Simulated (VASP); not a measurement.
A run of VASP 6.6.1:

Contents of INCAR:

```
SYSTEM = K
ALGO = Normal ; EDIFF = 1E-6
EDIFFG = -0.005 ; ENCUT = 600
GGA = PE ; IBRION = 2
ISIF = 3 ; ISMEAR = -1
LASPH = .True. ; LCHARG = .False.
LREAL = .False. ; LWAVE = .False.
NELM = 80 ; NSW = 60
PREC = Accurate ; PSTRESS = 84.0
SIGMA = 0.08
```

Contents of KPOINTS:

```
k-points
0
Gamma
  10 10 3
  0 0 0
```

POSCAR

```
K
1.0
    3.7619083234      0.0000000000      0.0000000000
   -1.8809541617      3.2579081747      0.0000000000
    0.0000000000      0.0000000000     12.2262020509
K
4
Direct
    0.0000000000      0.0000000000      0.0000000000
    0.0000000000      0.0000000000      0.5000000000
    0.3333333333      0.6666666667      0.2500000000
    0.6666666667      0.3333333333      0.7500000000
```

Potentials or basis: VASP PAW PBE potentials, release 64 (K_sv).

Run with:

```sh
$ cat potpaw_PBE.64/K_sv/POTCAR > POTCAR
$ mpirun -np 1 vasp_std > vasp.out
```

Hardware: 1 thread of Intel(R) Xeon(R) 6975P-C (Granite Rapids) (shared host).

Task: How long does it take, and how much memory?

Result: Wall time 96 s on 1 thread of Intel(R) Xeon(R) 6975P-C (Granite Rapids), with other jobs on the host, peak memory 0.33 GiB. Counts: scf iterations 25, k points 28, ion steps 4.
